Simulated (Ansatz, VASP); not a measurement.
**Ir: VASP beside Ansatz**

```
Ir
1.0
     2.67596    0.00000    0.00000
    -1.33798    2.31745    0.00000
     0.00000    0.00000    4.33997
Ir
2
Cartesian
  1.3380 0.7725 3.2550
  0.0000 1.5450 1.0850
```

Alike in both runs: task single point; functional PBEsol; k mesh 12 × 12 × 7; no spin polarisation.

|  | VASP | Ansatz |
| --- | --- | --- |
| version | VASP 6.6.1 | Ansatz 0.2.0 |
| potentials or method | VASP PAW PBE potentials, release 64 (Ir_sv_GW), cutoff 560 eV | plane waves, PAW |
| occupations | fermi-dirac, width 0.1 eV | fermi-dirac |
| valence electrons in the cell | 34 | 34 |

```csv
,VASP,Ansatz,Ansatz less VASP
pressure (GPa),18.8,20.6,+1.83
"traceless stress, the component that is largest in VASP (GPa)",0.99,1.00,+0.011
```

VASP's potentials were made for PBE, not for PBEsol. Ansatz's warnings: structure snapped to symmetry.

Spin-orbit coupling is off throughout.
